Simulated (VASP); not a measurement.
Input of a VASP 6.6.1 run:

Contents of INCAR:

```
SYSTEM = Ag
ALGO = Fast
EDIFF = 1E-7
ENCUT = 520
GGA = PS
ISIF = 2
ISMEAR = 0
LASPH = .TRUE.
LCHARG = .TRUE.
LELF = .TRUE.
LREAL = .FALSE.
LVHAR = .TRUE.
LWAVE = .FALSE.
NBANDS = 18
NELM = 60
PREC = Accurate
SIGMA = 0.1
```

Contents of KPOINTS:

```
k-points
0
G
  18 18 10
  0 0 0
```

POSCAR

```
Ag
1.0
    2.8799244132      0.0000000000      0.0000000000
   -1.4399622066      2.4940877028      0.0000000000
    0.0000000000      0.0000000000      4.7799889000
Ag
2
Direct
    0.3333333333      0.6666666667      0.2500000000
    0.6666666667      0.3333333333      0.7500000000
```

Potentials or basis: VASP PAW PBE potentials, release 64 (Ag).

The run is started by

```console
$ cat potpaw_PBE.64/Ag/POTCAR > POTCAR
$ mpirun -np 1 vasp_std > vasp.out
```

Question: What does it give for the band gap on the k mesh?

Answer: Zero (bands 11 and 12 overlap by 7.48 eV).

Question: Estimate the pressure.

Answer: -3.2 GPa.

Stress tensor (GPa, compression positive):
```
-2.75  0.00  0.00
 0.00 -2.75  0.00
 0.00  0.00 -3.98
```

Caveat: the cell differs from its parent crystal (strained); the cell stands under tension; the PAW data sets were made with another functional, which shifts forces and pressure a little.
